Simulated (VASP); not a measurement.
Here is a VASP 6.6.1 calculation.

INCAR

```
ALGO = Normal
EDIFF = 1E-7
EDIFFG = -0.01
ENCUT = 600
GGA = PS
IBRION = 2
ISIF = 3
ISMEAR = -1
LASPH = T
LCHARG = F
LREAL = F
LWAVE = F
NELM = 100
NSW = 60
PREC = Accurate
PSTRESS = 20.0
SIGMA = 0.05
```

KPOINTS

```
k-points
0
Gamma
  9 9 9
```

File POSCAR:

```
Te
1.0
    2.3059043427      1.3313144930      1.6909537039
   -2.3059043427      1.3313144930      1.6909537039
    0.0000000000     -2.6626289860      1.6909537039
Te
1
Direct
    0.5000000000      0.5000000000      0.5000000000
```

Potentials or basis: VASP PAW PBE potentials, release 64 (Te).

Command:

```bash
$ cat potpaw_PBE.64/Te/POTCAR > POTCAR
$ mpirun -np 1 vasp_std > vasp.out
```

(1) Predict the relaxed cell.

(2) What does it give for the band gap on the k mesh?

Results:

(1) a = 3.119 Å, b = 3.119 Å, c = 3.119 Å, α = 95.35°, β = 95.35°, γ = 95.35°.

(2) zero (band 3 reaches 9.91 eV, above the bottom of band 4 at 4.97 eV).

Caveat: the cell is relaxed towards a set pressure, so the enthalpy falls and the energy may rise; spin-orbit coupling is left out, which moves the levels of the heavy elements.
